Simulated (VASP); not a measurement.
Set up this calculation in VASP 6.6.1, as the native input.

| Property | Result |
| --- | --- |
| Task | single point |
| Functional | PBE |
| Potentials or basis | VASP PAW PBE potentials, release 64 (Cd, Te) |
| Cutoff | 520 eV |
| k mesh | 11 × 11 × 11 |
| Occupations | fermi-dirac, width 0.05 eV |
| Spin | no spin polarisation |
| Dipole correction | no |
| Further INCAR settings | ALGO = Normal; EDIFF = 1e-07; NBANDS = 16 |

The structure of CdTe (CsCl type) lies in POSCAR:

```
CdTe
1.0
    3.7084139000      0.0000000000      0.0000000000
    0.0000000000      3.7084139000      0.0000000000
    0.0000000000      0.0000000000      3.7084139000
Cd Te
1 1
Direct
    0.0000000000      0.0000000000      0.0000000000
    0.5000000000      0.5000000000      0.5000000000
```

This cell differs from its parent crystal: volume scaled by 0.94.

These files were run (other wordings do the same):

INCAR

```
SYSTEM = CdTe
PREC = Accurate
ENCUT = 520
EDIFF = 1E-7
ISMEAR = -1
SIGMA = 0.05
LREAL = .FALSE.
LASPH = .TRUE.
NELM = 80
ALGO = Normal
ISIF = 2
LWAVE = .FALSE.
LCHARG = .FALSE.
GGA = PE
NBANDS = 16
```

KPOINTS

```
regular mesh
0
G
  11 11 11
  0 0 0
```

Potentials or basis: VASP PAW PBE potentials, release 64 (Cd, Te).

The run is started by

```bash
$ cat potpaw_PBE.64/Cd/POTCAR potpaw_PBE.64/Te/POTCAR > POTCAR
$ mpirun -np 1 vasp_std > vasp.out
```

It gave:

```
Pressure               : 3.5 GPa
Band gap on the k mesh : zero (band 9 reaches 5.88 eV, above the bottom of band 10 at 4.28 eV)
```

Caveat: spin-orbit coupling is left out, which moves the levels of the heavy elements.

Wall time 26 s on 1 thread of Intel(R) Xeon(R) Platinum 8259CL CPU @ 2.50GHz (Skylake/Cascade Lake) (shared host), peak memory 0.19 GiB.
